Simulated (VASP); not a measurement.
# GeSbTe3 (P4/mmm) in VASP: single point with PBE

Aim: the single point of GeSbTe3 with PBE.

All numbers are computed with VASP 6.6.1; they aren't measurements. Logs are shortened: lines on timing, memory, paths and dates and some standing lists are left out, and cuts for length are marked.

### Step 1. The cell of the first run

It takes space group P4/mmm (No. 123, tetragonal). Conventional cell: a = 4.185 Å, b = 4.185 Å, c = 9.202 Å, α = 90.00°, β = 90.00°, γ = 90.00°. Within 4.4 Å of Ge (site symmetry 4/mmm) lie 8 Te at 3.32 Å and 4 Ge at 4.18 Å. Sb (site symmetry 4/mmm) has 6 Te at 2.96 to 3.11 Å within 3.9 Å. Within 3.9 Å of Te (site symmetry 4mm) lie 1 Te at 2.99 Å and 1 Sb at 3.11 Å and 4 Ge at 3.32 Å. Te (site symmetry 4/mmm) has 4 Sb at 2.96 Å within 3.9 Å.

### Step 2. Single point, PBE

Input file POSCAR:

```
GeSbTe3
1.0
    4.1847072868      0.0000000000      0.0000000000
    0.0000000000      4.1847072868      0.0000000000
    0.0000000000      0.0000000000      9.2016051750
Ge Sb Te
1 1 3
Direct
    0.0000000000      0.0000000000      0.0000000000
    0.5000000000      0.5000000000      0.5000000000
    0.5000000000      0.5000000000      0.1624466045
    0.5000000000      0.5000000000      0.8375533955
    0.0000000000      0.0000000000      0.5000000000
```

Input file INCAR.step1:

```
SYSTEM = GeSbTe3
  PREC = Accurate
  ENCUT = 520
  EDIFF = 1E-6
  ISMEAR = 0
  SIGMA = 0.1
  LREAL = .False.
  LASPH = .True.
  NELM = 100
  ALGO = Normal
  ISIF = 2
  LWAVE = .False.
  LCHARG = .True.
  GGA = PE
  NBANDS = 26
```

Input file KPOINTS.step1:

```
Automatic mesh
0
Gamma
  10 10 4
  0 0 0
```

Input file INCAR.step2:

```
SYSTEM = GeSbTe3
  PREC = Accurate
  ENCUT = 520
  EDIFF = 1E-6
  ISMEAR = -5
  SIGMA = 0.1
  LREAL = .False.
  LASPH = .True.
  NELM = 100
  ALGO = Normal
  ISIF = 2
  LWAVE = .False.
  LCHARG = .False.
  GGA = PE
  LORBIT = 10
  NEDOS = 1001
  ICHARG = 11
```

Input file KPOINTS.step2:

```
Automatic mesh
0
Gamma
  15 15 6
  0 0 0
```

Potentials or basis: VASP PAW PBE potentials, release 64 (Ge_d, Sb, Te).

Command:

```
$ cat potpaw_PBE.64/Ge_d/POTCAR potpaw_PBE.64/Sb/POTCAR potpaw_PBE.64/Te/POTCAR > POTCAR
$ cp INCAR.step1 INCAR
$ cp KPOINTS.step1 KPOINTS
$ mpirun -np 1 vasp_std > vasp.out
$ cp INCAR.step2 INCAR
$ cp KPOINTS.step2 KPOINTS
$ mpirun -np 1 vasp_std > vasp.out
```

OUTCAR:

```text
SYSTEM = GeSbTe3
   PREC = Accurate
   ENCUT = 520
   EDIFF = 1E-6
   ISMEAR = -5
   LREAL = .False.
   LASPH = .True.
   NELM = 100
   ISIF = 2
   GGA = PE
   LORBIT = 10
   ICHARG = 11

 ion  position               nearest neighbor table
   1  0.000  0.000  0.000-
   2  0.500  0.500  0.500-   5 2.96   5 2.96   5 2.96   5 2.96   3 3.11   4 3.11
   3  0.500  0.500  0.162-   4 2.99   2 3.11
   4  0.500  0.500  0.838-   3 2.99   2 3.11
   5  0.000  0.000  0.500-   2 2.96   2 2.96   2 2.96   2 2.96

  LATTYP: Found a simple tetragonal cell.
 ALAT       =     4.1847072868
 C/A-ratio  =     2.1988647101

  Lattice vectors:

 A1 = (   4.1847072868,   0.0000000000,   0.0000000000)
 A2 = (   0.0000000000,   4.1847072868,   0.0000000000)
 A3 = (   0.0000000000,   0.0000000000,   9.2016051750)

Analysis of symmetry for initial positions (statically):
=====================================================================
 Subroutine PRICEL returns:
 Original cell was already a primitive cell.

 Routine SETGRP: Setting up the symmetry group for a
 simple tetragonal supercell.

 Subroutine GETGRP returns: Found 16 space group operations
 (whereof 16 operations were pure point group operations)
 out of a pool of 16 trial point group operations.

The static configuration has the point symmetry D_4h.

Analysis of symmetry for dynamics (positions and initial velocities):
=====================================================================
 Subroutine PRICEL returns:
 Original cell was already a primitive cell.

 Routine SETGRP: Setting up the symmetry group for a
 simple tetragonal supercell.

 Subroutine GETGRP returns: Found 16 space group operations
 (whereof 16 operations were pure point group operations)
 out of a pool of 16 trial point group operations.

The dynamic configuration has the point symmetry D_4h.

 Subroutine INISYM returns: Found 16 space group operations
 (whereof 16 operations are pure point group operations),
 and found     1 'primitive' translations

----------------------------------------------------------------------------------------

                                     Primitive cell

  volume of cell :     161.1364

  direct lattice vectors                    reciprocal lattice vectors
     4.184707287  0.000000000  0.000000000     0.238965340  0.000000000  0.000000000
     0.000000000  4.184707287  0.000000000     0.000000000  0.238965340  0.000000000
     0.000000000  0.000000000  9.201605175     0.000000000  0.000000000  0.108676691

  length of vectors
     4.184707287  4.184707287  9.201605175     0.238965340  0.238965340  0.108676691

  position of ions in fractional coordinates (direct lattice)
     0.000000000  0.000000000  0.000000000
     0.500000000  0.500000000  0.500000000
     0.500000000  0.500000000  0.162446604
     0.500000000  0.500000000  0.837553396
     0.000000000  0.000000000  0.500000000

  ion indices of the primitive-cell ions
   primitive index   ion index
                 1           1
                 2           2
                 3           3
                 4           4
                 5           5

----------------------------------------------------------------------------------------

 KPOINTS: Automatic mesh

Automatic generation of k-mesh.
 Grid dimensions read from file:
 generate k-points for:   15   15    6

 Generating k-lattice:

  Cartesian coordinates                     Fractional coordinates (reciprocal lattice)
     0.015931023  0.000000000  0.000000000     0.066666667  0.000000000  0.000000000
     0.000000000  0.015931023  0.000000000     0.000000000  0.066666667  0.000000000
     0.000000000  0.000000000  0.018112782     0.000000000  0.000000000  0.166666667

  Length of vectors
     0.015931023  0.015931023  0.018112782

  Shift w.r.t. Gamma in fractional coordinates (k-lattice)
     0.000000000  0.000000000  0.000000000

 TETIRR: Found   2019 inequivalent tetrahedra from     8100

 Subroutine IBZKPT returns following result:
 ===========================================

 Found    144 irreducible k-points:

 Following reciprocal coordinates:
            Coordinates               Weight
  0.000000  0.000000  0.000000      1.000000
  0.066667  0.000000  0.000000      4.000000
  0.133333  0.000000  0.000000      4.000000
  0.200000  0.000000  0.000000      4.000000
  0.266667  0.000000  0.000000      4.000000
  0.333333  0.000000  0.000000      4.000000
[... 16 lines left out ...]
  0.266667  0.200000  0.000000      8.000000
  0.333333  0.200000  0.000000      8.000000
 [... further k-points ...]
   k-points           NKPTS =    144   k-points in BZ     NKDIM =    144   number of bands    NBANDS=     22
   number of dos      NEDOS =   1001   number of ions     NIONS =      5
   total plane-waves  NPLWV =  71680
   dimension x,y,z NGX =    32 NGY =   32 NGZ =   70
   dimension x,y,z NGXF=    64 NGYF=   64 NGZF=  140
   ions per type =               1   1   3
   NGX,Y,Z   is equivalent  to a cutoff of  12.71, 12.71, 12.65 a.u.
   NGXF,Y,Z  is equivalent  to a cutoff of  25.43, 25.43, 25.29 a.u.
 SYSTEM =  GeSbTe3
   PREC   = accura    normal or accurate (medium, high low for compatibility)
   ISTART =      0    job   : 0-new  1-cont  2-samecut
   ICHARG =     11    charge: 1-file 2-atom 10-const
   ISPIN  =      1    spin polarized calculation?
   LNONCOLLINEAR =      F non collinear calculations
   LSORBIT =      F    spin-orbit coupling
   LASPH  =      T    aspherical Exc in radial PAW
   ENCUT  =  520.0 eV  38.22 Ry    6.18 a.u.   7.78  7.78 17.11*2*pi/ulx,y,z
   NELM   =    100;   NELMIN=  2; NELMDL=  0     # of ELM steps
   EDIFF  = 0.1E-05   stopping-criterion for ELM
   LREAL  =      F    real-space projection
   EDIFFG = 0.1E-04   stopping-criterion for IOM
   NSW    =      0    number of steps for IOM
   IBRION =     -1    ionic relax: 0-MD 1-quasi-New 2-CG
   NFREE  =      0    steps in history (QN), initial steepest desc. (CG)
   ISIF   =      2    stress and relaxation
   ISYM   =      2    0-nonsym 1-usesym 2-fastsym
   POTIM  = 0.5000    time-step for ionic-motion
   TEBEG  =    0.0;   TEEND  =   0.0 temperature during run
   PSTRESS=    0.0 pullay stress
   NELECT =      37.0000    total number of electrons
   NUPDOWN=      -1.0000    fix difference up-down
   EMIN   =  10.00;   EMAX   =-10.00  energy-range for DOS
   EFERMI =   0.00;   METHOD = LEGACY
   ISMEAR =    -5;   SIGMA  =   0.10  broadening in eV -4-tet -1-fermi 0-gaus
   EFERMI_NEDOS =   21; number of points for ismear=-14 and -15
   IALGO  =     38    algorithm
   IMIX   =      4    mixing-type and parameters
     AMIX     =   0.40;   BMIX     =  1.00
     AMIX_MAG =   1.60;   BMIX_MAG =  1.00
  volume/ion in A,a.u.               =      32.23       217.48
  Fermi-wavevector in a.u.,A,eV,Ry     =   1.002484  1.894420 13.673506  1.004974
  Thomas-Fermi vector in A             =   2.134974
   LORBIT       =     10    0 simple, 1 ext, 2 COOP (PROOUT), +10 PAW based schemes
   GGA     = PE    functional components
   LHFCALC =     F    Hartree Fock is set to
   AEXX    =    0.0000 exact exchange contribution
   IVDW    =     0    specifies the selected vdW correction
   LEPSILON=     F    determine dielectric tensor
   LRPA    =     F    only Hartree local field effects (RPA)
 non-spin polarized calculation
 Fermi weights with tetrahedron method with Bloechl corrections
  energy-cutoff  :      520.00
  volume of cell :      161.14
 maximum number of plane-waves:      4364
 NGX is ok and might be reduce to    32

 number of electron      37.0000024 magnetization

 Free energy of the ion-electron system (eV)
  ---------------------------------------------------
  ext. energy  EPLUGINS =         0.00000000
  ---------------------------------------------------
  free energy    TOTEN  =       -17.23755446 eV

  energy without entropy =      -17.23755446  energy(sigma->0) =      -17.23755446

 E-fermi :   5.4568     XC(G=0):  -9.1681

 val. band max:        5.5203065380   @ k =   0.2667   0.0000   0.3333
 cond. band min:       5.3815337046   @ k =   0.0000   0.0000   0.3333
 fundamental gap:     -0.1387728334
 Fermi energy:         5.4567986908

 k-point     1 :       0.0000    0.0000    0.0000
  band No.  band energies     occupation
      1     -19.9213      2.00000
      2     -19.9201      2.00000
      3     -19.9083      2.00000
      4     -19.9083      2.00000
      5     -19.9071      2.00000
      6      -7.6395      2.00000
[... 14 lines left out ...]
     21       8.2159      0.00000
     22       8.5613      0.00000

 k-point     2 :       0.0667    0.0000    0.0000
  band No.  band energies     occupation
      1     -19.9212      2.00000
      2     -19.9202      2.00000
      3     -19.9084      2.00000
      4     -19.9083      2.00000
      5     -19.9070      2.00000
      6      -7.6064      2.00000
[... 14 lines left out ...]
     21       8.3572      0.00000
     22       8.4306      0.00000

 k-point     3 :       0.1333    0.0000    0.0000
  band No.  band energies     occupation
      1     -19.9210      2.00000
      2     -19.9203      2.00000
      3     -19.9085      2.00000
      4     -19.9083      2.00000
      5     -19.9069      2.00000
      6      -7.5076      2.00000
[... 14 lines left out ...]
     21       7.9057      0.00000
     22       8.1185      0.00000

 k-point     4 :       0.2000    0.0000    0.0000
  band No.  band energies     occupation
      1     -19.9206      2.00000
      2     -19.9204      2.00000
      3     -19.9087      2.00000
      4     -19.9083      2.00000
      5     -19.9068      2.00000
      6      -7.3455      2.00000
[... 14 lines left out ...]
     21       7.3797      0.00000
     22       7.5778      0.00000

 k-point     5 :       0.2667    0.0000    0.0000
  band No.  band energies     occupation
      1     -19.9206      2.00000
      2     -19.9203      2.00000
      3     -19.9088      2.00000
      4     -19.9083      2.00000
      5     -19.9066      2.00000
      6      -7.1253      2.00000
[... 14 lines left out ...]
     21       6.8973      0.00000
     22       7.5856      0.00000

 k-point     6 :       0.3333    0.0000    0.0000
  band No.  band energies     occupation
      1     -19.9208      2.00000
      2     -19.9199      2.00000
      3     -19.9090      2.00000
      4     -19.9082      2.00000
      5     -19.9064      2.00000
      6      -6.8577      2.00000
[... 14 lines left out ...]
     21       6.5185      0.00000
     22       7.0841      0.00000

 k-point     7 :       0.4000    0.0000    0.0000
  band No.  band energies     occupation
      1     -19.9209      2.00000
      2     -19.9196      2.00000
      3     -19.9092      2.00000
      4     -19.9082      2.00000
      5     -19.9062      2.00000
      6      -6.5675      2.00000
[... 324 lines left out ...]
      6      -6.4712      2.00000
[... 14 lines left out ...]
     21       6.6869      0.00000
     22       7.3414      0.00000

 k-point    21 :       0.4667    0.1333    0.0000
  band No.  band energies     occupation
      1     -19.9212      2.00000
      2     -19.9191      2.00000
      3     -19.9092      2.00000
      4     -19.9083      2.00000
      5     -19.9061      2.00000
      6      -6.2510      2.00000
[... 14 lines left out ...]
     21       6.9969      0.00000
     22       7.1933      0.00000

 k-point    22 :       0.2000    0.2000    0.0000
  band No.  band energies     occupation
      1     -19.9208      2.00000
      2     -19.9199      2.00000
      3     -19.9086      2.00000
      4     -19.9086      2.00000
      5     -19.9065      2.00000
      6      -7.0650      2.00000
[... 14 lines left out ...]
     21       6.6165      0.00000
     22       7.7576      0.00000

 k-point    23 :       0.2667    0.2000    0.0000
  band No.  band energies     occupation
      1     -19.9210      2.00000
      2     -19.9195      2.00000
      3     -19.9088      2.00000
      4     -19.9086      2.00000
      5     -19.9063      2.00000
      6      -6.8583      2.00000
[... 14 lines left out ...]
     21       6.7078      0.00000
     22       7.7068      0.00000

 k-point    24 :       0.3333    0.2000    0.0000
  band No.  band energies     occupation
      1     -19.9212      2.00000
      2     -19.9192      2.00000
      3     -19.9089      2.00000
      4     -19.9085      2.00000
      5     -19.9062      2.00000
      6      -6.6132      2.00000
[... 14 lines left out ...]
     21       6.9624      0.00000
     22       7.5400      0.00000

 [... further k-points ...]

------------------------ aborting loop because EDIFF is reached ----------------------------------------

  FORCE on cell =-STRESS in cart. coord.  units (eV):
  Direction    XX          YY          ZZ          XY          YZ          ZX
  --------------------------------------------------------------------------------------
  -------------------------------------------------------------------------------------
  Total       -0.0731031     -0.0731031      0.0261629      0.0000000     -0.0000000      0.0000000
  in kB       -0.7268635     -0.7268635      0.2601373      0.0000000     -0.0000000      0.0000000
  external PRESSURE =      -0.3978632 kB  Pullay stress =       0.0000000 kB

 VOLUME and BASIS-vectors are now :
 -----------------------------------------------------------------------------
  energy-cutoff  :      520.00
  volume of cell :      161.14
      direct lattice vectors                 reciprocal lattice vectors
     4.184707287  0.000000000  0.000000000     0.238965340  0.000000000  0.000000000
     0.000000000  4.184707287  0.000000000     0.000000000  0.238965340  0.000000000
     0.000000000  0.000000000  9.201605175     0.000000000  0.000000000  0.108676691

 POSITION                                       TOTAL-FORCE (eV/Angst)
 -----------------------------------------------------------------------------------
      0.00000      0.00000      0.00000         0.000000      0.000000      0.000000
      2.09235      2.09235      4.60080         0.000000      0.000000      0.000000
      2.09235      2.09235      1.49477         0.000000      0.000000     -0.021838
      2.09235      2.09235      7.70684         0.000000     -0.000000      0.021838
      0.00000      0.00000      4.60080         0.000000      0.000000      0.000000
 -----------------------------------------------------------------------------------
    total drift:                                0.000000     -0.000000      0.000000

  FREE ENERGIE OF THE ION-ELECTRON SYSTEM (eV)
  ---------------------------------------------------
  free  energy   TOTEN  =       -17.2375544575 eV

  energy  without entropy=      -17.2375544575  energy(sigma->0) =      -17.23755446

 total charge

# of ion       s       p       d       tot
------------------------------------------
    1        1.358   0.603   9.990  11.951
    2        1.243   1.048   0.053   2.344
    3        1.414   1.857   0.028   3.299
    4        1.414   1.857   0.028   3.299
    5        1.399   1.937   0.040   3.376
--------------------------------------------------
tot          6.829   7.301  10.139  24.269
```

Wall time 9.7 min (1 thread of Intel Xeon 8259CL, shared host); peak memory 0.66 GiB.

What came out:

- Valence electrons inside the program's atomic spheres: Ge 11.95; Sb 2.34; Te 3.30, 3.38 (each value once)

Caveat: spin-orbit coupling is left out, which moves the levels of the heavy elements; tetrahedron occupations give inexact forces and stress in metals.
